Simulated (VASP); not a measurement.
Set up this calculation in VASP 6.6.1, as the native input.

* Task: relaxation of cell and atoms
* Functional: PBE
* Potentials or basis: VASP PAW PBE potentials, release 64 (Sn_d, Te)
* Cutoff: 600 eV
* k mesh: 13 × 13 × 13
* Occupations: fermi-dirac, width 0.05 eV
* Spin: no spin polarisation
* Target pressure: 32 GPa
* Dipole correction: no
* Further INCAR settings: ALGO = Normal; EDIFF = 1e-06; IBRION = 2; EDIFFG = -0.005; NSW = 32; ISIF = 3

The structure of SnTe (CsCl type) lies in POSCAR:

```
SnTe
1.0
    3.4691737472      0.0000000000      0.0000000000
    0.0000000000      3.4691737472      0.0000000000
    0.0000000000      0.0000000000      3.4691737472
Sn Te
1 1
Direct
    0.0000000000      0.0000000000      0.0000000000
    0.5000000000      0.5000000000      0.5000000000
```

One way to write it, as run:

INCAR

```
SYSTEM = SnTe
PREC = Accurate
ENCUT = 600
EDIFF = 1E-6
ISMEAR = -1
SIGMA = 0.05
LREAL = .FALSE.
LASPH = .TRUE.
NELM = 80
ALGO = Normal
ISIF = 3
LWAVE = .FALSE.
LCHARG = .FALSE.
GGA = PE
IBRION = 2
NSW = 32
EDIFFG = -0.005
PSTRESS = 320.0
```

KPOINTS

```
Automatic mesh
0
G
  13 13 13
  0 0 0
```

Potentials or basis: VASP PAW PBE potentials, release 64 (Sn_d, Te).

Command:

```console
$ cat potpaw_PBE.64/Sn_d/POTCAR potpaw_PBE.64/Te/POTCAR > POTCAR
$ mpirun -np 1 vasp_std > vasp.out
```

Results of the run:

```json
{
  "Relaxed volume": "20.89 Å³/atom",
  "Relaxed cell": "a = 3.470 Å, b = 3.470 Å, c = 3.470 Å, α = 90.00°, β = 90.00°, γ = 90.00°",
  "Space group after relaxing (to 0.1 Å)": "Pm-3m (No. 221)",
  "Energy change on relaxing (the run minimises the enthalpy)": "-2.0 meV/atom",
  "Ionic steps": "4",
  "Pressure after relaxing": "32.0 GPa",
  "Band gap on the k mesh": "zero (bands 10 and 11 overlap by 4.00 eV)"
}
```

Caveat: the cell is relaxed towards a set pressure, so the run minimises the enthalpy, not the energy; spin-orbit coupling is left out, which moves the levels of the heavy elements.

Wall time 110 s on 1 thread of Intel Xeon 8259CL (shared host), peak memory 0.21 GiB.
